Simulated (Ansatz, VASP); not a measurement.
**One calculation of MgO2, two programs**

File INCAR:

```
SYSTEM = MgO2
  PREC = Accurate
  ENCUT = 520
  EDIFF = 1E-6
  ISMEAR = 0
  SIGMA = 0.05
  LREAL = .FALSE.
  LASPH = .TRUE.
  NELM = 60
  ALGO = Normal
  ISIF = 2
  LWAVE = .FALSE.
  LCHARG = .TRUE.
  GGA = PS
  LELF = .TRUE.
  LVHAR = .TRUE.
  NBANDS = 14
```

Contents of KPOINTS:

```
regular mesh
0
G
  12 12 12
  0 0 0
```

Contents of POSCAR:

```
MgO2
1.0
    1.5679852351      0.9052766976      3.4573706250
   -1.5679852351      0.9052766976      3.4573706250
    0.0000000000     -1.8105533951      3.4573706250
Mg O
1 2
Direct
    0.0000000000      0.0000000000      0.0000000000
    0.4291433728      0.4291433728      0.4291433728
    0.5708566272      0.5708566272      0.5708566272
```

Input for Ansatz:

```yaml
crystal:
  lattice:
    - [1.5679852351, 0.9052766976, 3.457370625]
    - [-1.5679852351, 0.9052766976, 3.457370625]
    - [0.0, -1.8105533951, 3.457370625]
  atoms:
    - { symbol: Mg, position: [0.0, 0.0, 0.0] }
    - { symbol: O, position: [0.4291433728, 0.4291433728, 0.4291433728] }
    - { symbol: O, position: [0.5708566272, 0.5708566272, 0.5708566272] }
basis:
  ecutwfc: 420
kpoints:
  mp_grid: { grid: [12, 12, 12] }
hamiltonian:
  xc: pbesol
scf:
  occupations: { method: gaussian, width: 0.05 }
output:
  forces: true
  stress: true
  eigenvalues: true
```

Change from the starting cell: strain -0.0100 x Voigt [1, 1, 0, 0, 0, 0], atoms carried along.

Alike in both runs: task single point; functional PBEsol; k mesh 12 × 12 × 12; occupations gaussian, width 0.05 eV; no spin polarisation.

|  | VASP | Ansatz |
| --- | --- | --- |
| version | VASP 6.6.1 | Ansatz 0.2.0 |
| potentials or method | VASP PAW PBE potentials, release 64 (Mg, O), cutoff 520 eV | scalar-relativistic, plane waves, PAW |
| valence electrons in the cell | 14 | 22 |

Ansatz gave:

| Property | Result |
| --- | --- |
| gap on the k mesh at the Fermi level (eV) | 2.45 |
| least direct gap on the mesh (eV) | 2.45 |
| pressure (GPa) | 2.3 |
| traceless stress, the component that is largest in VASP (GPa) | -1.74 |
| rms of the force components (eV/Å) | 0.066 |

Question: Estimate VASP's values.

Answer: gap on the k mesh at the Fermi level (eV): 2.42; least direct gap on the mesh (eV): 2.42; pressure (GPa): 2.2; traceless stress, the component that is largest in VASP (GPa): -0.54; rms of the force components (eV/Å): 0.029.

VASP's potentials were made for PBE, not for PBEsol. Atom by atom the forces differ by 0.095 eV/Å (rms over components). The functional is the same, so the differences come from potentials, cutoffs and numerics. VASP's potentials hold 14 valence electrons a cell and Ansatz's 22, so a difference there can come from the potentials and not from the codes.
